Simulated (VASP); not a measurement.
# MgO (R-3m) in VASP: single point with HSE06

Aim: the single point of MgO with HSE06.

Everything below comes from runs of VASP 6.6.1. Logs are shortened: lines on timing, memory, paths and dates and some standing lists are left out, and cuts for length are marked.

**1. The cell of the first run**

It takes space group R-3m (No. 166, trigonal). The conventional cell has a = 2.973 Å, b = 2.973 Å, c = 7.102 Å, α = 90.00°, β = 90.00°, γ = 120.00°. Within 2.8 Å of Mg (site symmetry -3m) lie 6 O at 2.09 Å. O (site symmetry -3m) has 6 Mg at 2.09 Å within 2.8 Å.

**2. Single point, HSE06 (strain along [111] -2.5%)**

POSCAR

```
MgO
1.0
   -0.0346156901      2.0675517267      2.0675517267
    2.0675517267     -0.0346156901      2.0675517267
    2.0675517267      2.0675517267     -0.0346156901
Mg O
1 1
Direct
    0.0000000000      0.0000000000      0.0000000000
    0.5000000000      0.5000000000      0.5000000000
```

INCAR.step1

```
ALGO = Normal
EDIFF = 1E-5
ENCUT = 520
GGA = PE
ISIF = 2
ISMEAR = 0
LASPH = True
LCHARG = False
LREAL = False
LWAVE = True
NBANDS = 11
NELM = 60
PREC = Accurate
SIGMA = 0.01
```

INCAR.step2

```
ALGO = Normal
EDIFF = 1E-7
ENCUT = 520
GGA = PE
HFSCREEN = 0.2079
ISIF = 2
ISMEAR = 0
ISTART = 1
LASPH = True
LCHARG = False
LHFCALC = True
LREAL = False
LWAVE = False
NBANDS = 11
NELM = 60
PREC = Accurate
PRECFOCK = Normal
SIGMA = 0.01
```

KPOINTS

```
k-points
0
Gamma
  8 8 8
```

Potentials or basis: VASP PAW PBE potentials, release 64 (Mg, O).

On the command line:

```sh
$ cat potpaw_PBE.64/Mg/POTCAR potpaw_PBE.64/O/POTCAR > POTCAR
$ cp INCAR.step1 INCAR
$ mpirun -np 1 vasp_std > vasp.out
$ cp INCAR.step2 INCAR
$ mpirun -np 1 vasp_std > vasp.out
```

OUTCAR:

```text
EDIFF = 1E-7
   ENCUT = 520
   GGA = PE
   HFSCREEN = 0.2079
   ISIF = 2
   ISMEAR = 0
   ISTART = 1
   LASPH = True
   LHFCALC = True
   LREAL = False
   NELM = 60
   PREC = Accurate
   PRECFOCK = Normal

 ion  position               nearest neighbor table
   1  0.000  0.000  0.000-   2 2.09   2 2.09   2 2.09   2 2.09   2 2.09   2 2.09
   2  0.500  0.500  0.500-   1 2.09   1 2.09   1 2.09   1 2.09   1 2.09   1 2.09

  LATTYP: Found a trigonal (rhomboedric) cell.
 ALAT       =     2.9241645869
 COS(alpha) =     0.4831899219

  Lattice vectors:

 A1 = (  -0.0346156901,   2.0675517267,   2.0675517267)
 A2 = (   2.0675517267,  -0.0346156901,   2.0675517267)
 A3 = (   2.0675517267,   2.0675517267,  -0.0346156901)

Analysis of symmetry for initial positions (statically):
=====================================================================
 Subroutine PRICEL returns:
 Original cell was already a primitive cell.

 Routine SETGRP: Setting up the symmetry group for a
 trigonal (rhombohedral) supercell.

 Subroutine GETGRP returns: Found 12 space group operations
 (whereof 12 operations were pure point group operations)
 out of a pool of 12 trial point group operations.

The static configuration has the point symmetry D_3d.

Analysis of symmetry for dynamics (positions and initial velocities):
=====================================================================
 Subroutine PRICEL returns:
 Original cell was already a primitive cell.

 Routine SETGRP: Setting up the symmetry group for a
 trigonal (rhombohedral) supercell.

 Subroutine GETGRP returns: Found 12 space group operations
 (whereof 12 operations were pure point group operations)
 out of a pool of 12 trial point group operations.

The dynamic configuration has the point symmetry D_3d.

 Subroutine INISYM returns: Found 12 space group operations
 (whereof 12 operations are pure point group operations),
 and found     1 'primitive' translations

----------------------------------------------------------------------------------------

                                     Primitive cell

  volume of cell :      18.1205

  direct lattice vectors                    reciprocal lattice vectors
    -0.034615690  2.067551727  2.067551727    -0.235841861  0.239857644  0.239857644
[... 101 lines left out ...]
   ISMEAR =     0;   SIGMA  =   0.01  broadening in eV -4-tet -1-fermi 0-gaus
   EFERMI_NEDOS =   21; number of points for ismear=-14 and -15
   IALGO  =     38    algorithm
   IMIX   =      1    mixing-type and parameters
     AMIX     =   0.40;   BMIX     =  1.00
     AMIX_MAG =   1.60;   BMIX_MAG =  1.00
  volume/ion in A,a.u.               =       9.06        61.14
  Fermi-wavevector in a.u.,A,eV,Ry     =   1.246565  2.355666 21.142410  1.553923
  Thomas-Fermi vector in A             =   2.380736
   LORBIT       =      0    0 simple, 1 ext, 2 COOP (PROOUT), +10 PAW based schemes
   GGA     = PE    functional components
   LHFCALC =     T    Hartree Fock is set to
   PRECFOCK=normal    Normal, Fast or Accurate (Low or Medium for compatibility)
   ENCUT4O =  -1.0   cutoff for four orbital integrals eV
   NKREDX  =     1    reduce k-point grid by
   NKREDY  =     1    reduce k-point grid by
   NKREDZ  =     1    reduce k-point grid by
   AEXX    =    0.2500 exact exchange contribution
   HFSCREEN=    0.2079 screening length (either q_TF or 0.3 A-1)
   HFSCREENC=   0.2079 screening length for correlation (either q_TF or 0.3 A-1)
   ENCUTFOCK=  -1.0 apply spherical cutoff to Coloumb kernel
   IVDW    =     0    specifies the selected vdW correction
   LEPSILON=     F    determine dielectric tensor
   LRPA    =     F    only Hartree local field effects (RPA)
 non-spin polarized calculation
 Gauss-broadening in eV      SIGMA  =   0.01
  energy-cutoff  :      520.00
  volume of cell :       18.12
 maximum number of plane-waves:       525
 NGX is ok and might be reduce to    24
  NGX = 18; NGY = 18; NGZ = 18

 number of electron       8.0000001 magnetization

 Free energy of the ion-electron system (eV)
  ---------------------------------------------------
  ext. energy  EPLUGINS =         0.00000000
  ---------------------------------------------------
  free energy    TOTEN  =       -14.19798060 eV

  energy without entropy =      -14.19798060  energy(sigma->0) =      -14.19798060

 E-fermi :   2.4705     XC(G=0):  -9.2110

 val. band max:        2.2873056775   @ k =   0.0000   0.0000   0.0000
 cond. band min:       8.9214420761   @ k =   0.0000   0.0000   0.0000
 fundamental gap:      6.6341363986
 Fermi energy:         2.4705059413

 k-point     1 :       0.0000    0.0000    0.0000
  band No.  band energies     occupation
      1     -16.8221      2.00000
      2       2.1041      2.00000
      3       2.1041      2.00000
      4       2.2873      2.00000
      5       8.9214      0.00000
      6      19.8513      0.00000
      7      19.8513      0.00000
      8      20.6389      0.00000
      9      24.1074      0.00000
     10      26.0950      0.00000
     11      26.0950      0.00000
[... 309 lines left out ...]
 k-point    24 :       0.3750    0.1250    0.1250
  band No.  band energies     occupation
      1     -15.8703      2.00000
      2      -1.3331      2.00000
      3       1.1623      2.00000
      4       1.6394      2.00000
      5      12.3996      0.00000
      6      16.3428      0.00000
      7      20.2921      0.00000
      8      21.7045      0.00000
      9      23.2762      0.00000
     10      26.3319      0.00000
     11      28.5878      0.00000

 [... further k-points ...]

------------------------ aborting loop because EDIFF is reached ----------------------------------------

  FORCE on cell =-STRESS in cart. coord.  units (eV):
  Direction    XX          YY          ZZ          XY          YZ          ZX
  --------------------------------------------------------------------------------------
  -------------------------------------------------------------------------------------
  Total        0.4267251      0.4267251      0.4267251      0.2905310      0.2905310      0.2905310
  in kB       37.7301561     37.7301561     37.7301561     25.6881535     25.6881535     25.6881535
  external PRESSURE =      37.7301561 kB  Pullay stress =       0.0000000 kB

 VOLUME and BASIS-vectors are now :
 -----------------------------------------------------------------------------
  energy-cutoff  :      520.00
  volume of cell :       18.12
      direct lattice vectors                 reciprocal lattice vectors
    -0.034615690  2.067551727  2.067551727    -0.235841861  0.239857644  0.239857644
     2.067551727 -0.034615690  2.067551727     0.239857644 -0.235841861  0.239857644
     2.067551727  2.067551727 -0.034615690     0.239857644  0.239857644 -0.235841861

 POSITION                                       TOTAL-FORCE (eV/Angst)
 -----------------------------------------------------------------------------------
      0.00000      0.00000      0.00000        -0.000000      0.000000     -0.000000
      2.05024      2.05024      2.05024         0.000000     -0.000000      0.000000
 -----------------------------------------------------------------------------------
    total drift:                                0.000210      0.000154      0.000053

  FREE ENERGIE OF THE ION-ELECTRON SYSTEM (eV)
  ---------------------------------------------------
  free  energy   TOTEN  =       -14.1979806027 eV

  energy  without entropy=      -14.1979806027  energy(sigma->0) =      -14.19798060
```

OUTCAR.step1:

```text
EDIFF = 1E-5
   ENCUT = 520
   GGA = PE
   ISIF = 2
   ISMEAR = 0
[... 559 lines left out ...]
 -----------------------------------------------------------------------------------
      0.00000      0.00000      0.00000        -0.000000     -0.000000      0.000000
      2.05024      2.05024      2.05024         0.000000      0.000000     -0.000000
 -----------------------------------------------------------------------------------
    total drift:                               -0.000000     -0.000000      0.000000

  FREE ENERGIE OF THE ION-ELECTRON SYSTEM (eV)
  ---------------------------------------------------
  free  energy   TOTEN  =       -11.8746029362 eV

  energy  without entropy=      -11.8746029362  energy(sigma->0) =      -11.87460294
```

OSZICAR.step1:

```text
N       E                     dE             d eps       ncg     rms          rms(c)
DAV:   1     0.145239399308E+02    0.14524E+02   -0.46371E+03  1654   0.649E+02
DAV:   2    -0.128217881307E+02   -0.27346E+02   -0.26588E+02  1688   0.140E+02
DAV:   3    -0.134416922715E+02   -0.61990E+00   -0.61921E+00  1700   0.173E+01
DAV:   4    -0.134432073347E+02   -0.15151E-02   -0.15150E-02  1553   0.987E-01
DAV:   5    -0.134432119191E+02   -0.45843E-05   -0.45843E-05  1676   0.534E-02    0.725E+00
DAV:   6    -0.118901230757E+02    0.15531E+01   -0.85457E+00  1499   0.163E+01    0.217E+00
DAV:   7    -0.118798436695E+02    0.10279E-01   -0.53807E-02  1556   0.206E+00    0.134E+00
DAV:   8    -0.118749474237E+02    0.48962E-02   -0.25615E-02  1502   0.181E+00    0.225E-01
DAV:   9    -0.118746011980E+02    0.34623E-03   -0.56659E-04  1664   0.164E-01    0.123E-01
DAV:  10    -0.118746019720E+02   -0.77395E-06   -0.45596E-04  1559   0.157E-01    0.985E-03
DAV:  11    -0.118746029362E+02   -0.96421E-06   -0.24223E-06   916   0.136E-02
   1 F= -.11874603E+02 E0= -.11874603E+02  d E =-.221103E-11
```

It took 1.7 h on 1 thread of Oxide Virtual Turin-like, shared host; peak memory 0.24 GiB.

What came out:

```
Free energy            : -14.1980 eV
Pressure               : 3.8 GPa
Band gap on the k mesh : 6.63 eV
```

Caveat: the cell differs from its parent crystal (strain along [111] -2.5%); the cell stands under pressure; the PAW data sets were made with another functional, which shifts forces and pressure a little.
